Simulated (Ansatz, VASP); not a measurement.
## Sn2Te3Se: VASP beside Ansatz

Contents of INCAR:

```
  PREC = Accurate
  ENCUT = 600
  EDIFF = 1E-6
  ISMEAR = 0
  SIGMA = 0.1
  LREAL = False
  LASPH = True
  NELM = 100
  ALGO = Fast
  ISIF = 3
  LWAVE = False
  LCHARG = False
  GGA = PE
  IBRION = 2
  NSW = 100
  EDIFFG = -0.01
```

File KPOINTS:

```
regular mesh
0
Gamma
  12 12 6
```

Contents of POSCAR:

```
Sn2Te3Se
1.0
    5.2408870250      0.0000000032      0.0000000000
   -2.6204435152      4.5387413004      0.0000000000
    0.0000000000      0.0000000000      7.3933672735
Sn Te Se
2 3 1
Direct
    0.3333333333      0.6666666667      0.2304831347
    0.3333333333      0.6666666667      0.7695168653
    0.6666666667      0.3333333333      0.5000000000
    0.0000000000      0.0000000000      0.0000000000
    0.0000000000      0.0000000000      0.5000000000
    0.6666666667      0.3333333333      0.0000000000
```

Input for Ansatz:

```yaml
crystal:
  lattice:
    - [5.240887025, 3.2e-09, 0.0]
    - [-2.6204435152, 4.5387413004, 0.0]
    - [0.0, 0.0, 7.3933672735]
  atoms:
    - { symbol: Sn, position: [0.3333333333, 0.6666666667, 0.2304831347] }
    - { symbol: Sn, position: [0.3333333333, 0.6666666667, 0.7695168653] }
    - { symbol: Te, position: [0.6666666667, 0.3333333333, 0.5] }
    - { symbol: Te, position: [0.0, 0.0, 0.0] }
    - { symbol: Te, position: [0.0, 0.0, 0.5] }
    - { symbol: Se, position: [0.6666666667, 0.3333333333, 0.0] }
basis:
  ecutwfc: 420
kpoints:
  mp_grid: { grid: [12, 12, 6] }
hamiltonian:
  xc: pbe
scf:
  occupations: { method: gaussian, width: 0.1 }
output:
  forces: true
  stress: true
  eigenvalues: true
relax:
  adjacent_minimum: "off"
  f_tol: 0.01
  max_steps: 80
  cell: { stress_tol: 0.05 }
```

Change from the starting cell: species swapped into the La2CuSi3 type (P-6m2, No. 187).

Alike in both runs: task relaxation of cell and atoms; functional PBE; k mesh 12 × 12 × 6; occupations gaussian, width 0.1 eV; no spin polarisation.

|  | VASP | Ansatz |
| --- | --- | --- |
| version | VASP 6.6.1 | Ansatz 0.2.0 |
| potentials or method | VASP PAW PBE potentials, release 64 (Sn_d, Te, Se), cutoff 600 eV | scalar-relativistic, plane waves, PAW |
| valence electrons in the cell | 52 | 92 |

VASP gave:

```
gap on the k mesh at the Fermi level, each at its own relaxed structure (eV) : none
relaxed volume (Å³/atom)                                                     : 29.42
relaxed length of the cell vector where the two differ most in proportion (Å)              : 7.456
```

Q: Estimate Ansatz's values.

A: gap on the k mesh at the Fermi level, each at its own relaxed structure (eV): none; relaxed volume (Å³/atom): 29.47; relaxed length of the cell vector where the two differ most in proportion (Å): 7.474.

A gap of «none» marks a metal or a gap that the smearing closes. VASP's potentials hold 52 valence electrons a cell and Ansatz's 92, so a difference there can come from the potentials and not from the codes.

Neither program's run includes spin-orbit coupling.
